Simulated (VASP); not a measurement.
HgTe:

```xyz
2
Lattice="3.7903 0.0000 0.0000 0.0000 3.7903 0.0000 0.0000 0.0000 3.7903" Properties=species:S:1:pos:R:3 pbc="T T T"
Hg    0.0000    0.0000    0.0000
Te    1.8952    1.8952    1.8952
```

Base run:

* Program: VASP 6.6.1
* Functional: PBEsol
* Potentials or basis: VASP PAW PBE potentials, release 64 (Hg, Te)
* Cutoff: 500 eV
* k mesh: 6 × 6 × 6
* Occupations: fermi-dirac, width 0.02 eV
* Spin: no spin polarisation

Its results: band gap on the k mesh zero (bands 9 and 10 overlap by 1.82 eV); pressure -2.9 GPa.

Task: The run is repeated on the same cell with these changes: functional from PBEsol to PBE. What comes out?

Result: Band gap on the k mesh zero (bands 9 and 10 overlap by 1.80 eV); pressure 0.7 GPa.

PBE binds less tightly than PBEsol, so the same cell stands under more pressure.

Caveats: spin-orbit coupling is left out, which moves the levels of the heavy elements; the PAW data sets were made with another functional, which shifts forces and pressure a little (at least some runs).
